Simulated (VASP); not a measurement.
The system is MnRh.

```
CELL_PARAMETERS angstrom
3.04400 0.00000 0.00000
0.00000 3.04400 0.00000
0.00000 0.00000 3.04400
ATOMIC_POSITIONS crystal
Mn 0.00000 0.00000 0.00000
Rh 0.50000 0.50000 0.50000
```

| Item | Value |
| --- | --- |
| Program | VASP 6.6.1 |
| Task | relaxation of cell and atoms |
| Functional | LDA |
| Potentials or basis | VASP PAW LDA potentials, release 64 (Mn_pv, Rh_pv) |
| Cutoff | 500 eV |
| k mesh | 6 × 6 × 6 |
| Occupations | gaussian, width 0.1 eV |
| Spin | collinear spin, ferromagnetic start |
| Starting moments | [3.72, 0.69] μB |

At the start: pressure -16.5 GPa; volume 14.10 Å³/atom.

Where does the relaxation end?

Over 4 steps the energy falls by 67.9 meV/atom and the volume is 12.90 Å³/atom (-8.6 %); space group Pm-3m (No. 221, to 0.1 Å) before and after; moment 3.97 μB per cell.

Step by step:
```
step  energy change (eV)  largest force (eV/Å)  pressure (GPa)  volume (Å³)
   1              0.0000                0.0000          -16.53        28.21
   2              0.1992                0.0000           37.97        22.67
   3             -0.1354                0.0000           -0.99        25.89
   4             -0.1358                0.0000           -0.21        25.79
```

Final structure:
```
Mn Rh
1.0
     2.95457    0.00000    0.00000
     0.00000    2.95457    0.00000
     0.00000    0.00000    2.95457
Mn Rh
1 1
Direct
  0.00000 0.00000 0.00000
  0.50000 0.50000 0.50000
```
